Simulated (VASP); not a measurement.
Set up this calculation in VASP 6.6.1, as the native input.

```yaml
Task: single point
Functional: PBEsol
Potentials_or_basis: VASP PAW PBE potentials, release 64 (Cd, H)
Cutoff: 520 eV
k_mesh: 8 × 8 × 8
Occupations: fermi-dirac, width 0.03 eV
Spin: no spin polarisation
Dipole_correction: no
Further_INCAR_settings: ALGO = Normal; EDIFF = 1e-06; NBANDS = 23
```

The structure of CdH2 lies in POSCAR:

```
CdH2
1.0
   -1.8619008048      1.8619008048      5.6022988272
    1.8619008048     -1.8619008048      5.6022988272
    1.8619008048      1.8619008048     -5.6022988272
Cd H
2 4
Direct
    0.7500000000      0.2500000000      0.5000000000
    0.0000000000      0.0000000000      0.0000000000
    0.5365491679      0.0365491679      0.5000000000
    0.7865491679      0.7865491679      0.0000000000
    0.2134508321      0.2134508321      0.0000000000
    0.9634508321      0.4634508321      0.5000000000
```

The input as run:

INCAR

```
PREC     = Accurate       # precision mode
ENCUT    = 520            # plane-wave cutoff, eV
EDIFF    = 1E-6           # SCF threshold, eV
ISMEAR   = -1             # smearing method
SIGMA    = 0.03           # smearing width, eV
LREAL    = False          # projectors in reciprocal space
LASPH    = True           # aspherical terms in the spheres
NELM     = 80             # most SCF steps
ALGO     = Normal         # electronic algorithm
ISIF     = 2              # what is computed and relaxed
LWAVE    = False          # write WAVECAR
LCHARG   = False          # write CHGCAR
GGA      = PS             # functional
NBANDS   = 23             # bands
```

KPOINTS

```
regular mesh
0
Gamma
  8 8 8
```

Potentials or basis: VASP PAW PBE potentials, release 64 (Cd, H).

Command:

```console
$ cat potpaw_PBE.64/Cd/POTCAR potpaw_PBE.64/H/POTCAR > POTCAR
$ mpirun -np 1 vasp_std > vasp.out
```

It gave:

```json
{"Pressure": "0.3 GPa", "Largest force": "0.007 eV/Å", "Band gap on the k mesh": "zero (bands 14 and 15 overlap by 1.23 eV)"}
```

Caveat: the PAW data sets were made with another functional, which shifts forces and pressure a little.

Run time: 5.1 min on 1 thread of Oxide Virtual Turin-like Processor, with other jobs on the host, peak memory 0.32 GiB.
